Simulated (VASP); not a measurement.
Runs of VASP 6.6.1 on CdS (Hawleyite). It takes space group F-43m (No. 216, cubic). Conventional cell: a = 5.878 Å, b = 5.878 Å, c = 5.878 Å, α = 90.00°, β = 90.00°, γ = 90.00°. Cd (site symmetry -43m) has 4 S at 2.55 Å within 3.4 Å. Within 3.4 Å of S (site symmetry -43m) lie 4 Cd at 2.55 Å. 

| level | potentials or basis | k mesh | grid for exact exchange (PRECFOCK) | screening parameter | gap on the mesh (eV) | pressure (GPa) |
| --- | --- | --- | --- | --- | --- | --- |
| PBE | VASP PAW PBE potentials, release 64 (Cd, S) | 4 × 4 × 4 | - | - | 1.09 | 1.9 |
| r2SCAN | VASP PAW PBE potentials, release 64 (Cd, S) | 4 × 4 × 4 | - | - | 1.53 | 0.4 |
| HSE06 | VASP PAW PBE potentials, release 64 (Cd, S) | 4 × 4 × 4 | Normal | 0.2079 1/Å | 2.12 | (b) |
| PBE | VASP PAW PBE potentials, release 64 (Cd, S) | 6 × 6 × 6 | - | - | 1.10 | 1.7 |
| LDA | VASP PAW LDA potentials, release 64 (Cd, S) | 4 × 4 × 4 | - | - | 0.82 | (a) |

Alike in all rows: task single point; no spin polarisation; cell as given; cutoff (eV) 520; smearing gaussian 0.01 eV.

**Question.** Estimate the missing entries.

**Answer.** (a) -3.1; (b) 0.6.

Caveats: some runs use coarse meshes; the PAW data sets were made with another functional, which shifts forces and pressure a little (some runs).

A k mesh can miss the band edges, and the runs leave out spin-orbit coupling on Cd.
